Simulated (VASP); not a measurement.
Set up this calculation in VASP 6.6.1, as the native input.

```
Task                   : single point
Functional             : PBE
Potentials or basis    : VASP PAW PBE potentials, release 64 (Cu)
Cutoff                 : 520 eV
k mesh                 : 28 × 28 × 28
Occupations            : gaussian, width 0.15 eV
Spin                   : no spin polarisation
Dipole correction      : no
Further INCAR settings : ALGO = Fast; EDIFF = 1e-07; NBANDS = 12
```

The structure of Cu lies in POSCAR:

```
Cu
1.0
    0.0000000000      1.8239484984      1.8148741278
    1.8148741278      0.0000000000      1.8148741278
    1.8148741278      1.8239484984      0.0000000000
Cu
1
Direct
    0.0000000000      0.0000000000      0.0000000000
```

This cell differs from its parent crystal: strain +0.0050 x Voigt [0, 1, 0, 0, 0, 0].

The input as run:

INCAR

```
SYSTEM = Cu
PREC = Accurate ; ENCUT = 520
EDIFF = 1E-7 ; ISMEAR = 0
SIGMA = 0.15 ; LREAL = .False.
LASPH = .True. ; NELM = 100
ALGO = Fast ; ISIF = 2
LWAVE = .False. ; LCHARG = .True.
GGA = PE ; LELF = .True.
LVHAR = .True. ; NBANDS = 12
```

KPOINTS

```
Automatic mesh
0
Gamma
  28 28 28
  0 0 0
```

Potentials or basis: VASP PAW PBE potentials, release 64 (Cu).

The run is started by

```sh
$ cat potpaw_PBE.64/Cu/POTCAR > POTCAR
$ mpirun -np 1 vasp_std > vasp.out
```

It gave:

The pressure is -0.2 GPa and the band gap on the k mesh is zero (an odd number of electrons rules out a gap without spin polarisation).

Caveat: the cell differs from its parent crystal (strain +0.0050 x Voigt [0, 1, 0, 0, 0, 0]).

Wall time 6 min on 1 thread of Intel Xeon 8259CL (shared host), peak memory 0.33 GiB.
